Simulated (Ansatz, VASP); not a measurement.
**Two plane-wave programs on Al12H**

```
Al H
1.0
     5.71352    0.00000    0.00000
    -2.85676    4.94805    0.00000
     0.00000    0.00000   21.60138
Al H
12 1
Direct
  0.33333 0.16667 0.18517
  0.33333 0.66667 0.18517
  0.83333 0.16667 0.18517
  0.83333 0.66667 0.18517
  0.16667 0.33333 0.29168
  0.16667 0.83333 0.29168
  0.66667 0.33333 0.29168
  0.66667 0.83333 0.29168
  0.00000 0.00000 0.39819
  0.00000 0.50000 0.39819
  0.50000 0.00000 0.39819
  0.50000 0.50000 0.39819
  0.16667 0.83333 0.38430
```

Alike in both runs: task single point; functional PBE; k mesh 6 × 6 × 1; occupations gaussian, width 0.1 eV; collinear spin.

|  | VASP | Ansatz |
| --- | --- | --- |
| version | VASP 6.6.1 | Ansatz 0.2.0 |
| potentials or method | VASP PAW PBE potentials, release 64 (Al, H), cutoff 520 eV | scalar-relativistic, plane waves, PAW |
| valence electrons in the cell | 37 | 37 |

```tsv
	VASP	Ansatz	Ansatz less VASP
gap on the k mesh at the Fermi level (eV)	none	none	-
rms of the force components (eV/Å)	0.410	0.411	+0.0009
net moment per atom (μB)	0.00	0.00	0.000
```

Atom by atom the forces differ by 0.001 eV/Å (rms over components). A gap of «none» marks a metal or a gap that the smearing closes. Ansatz's warnings: seeded moment not kept.
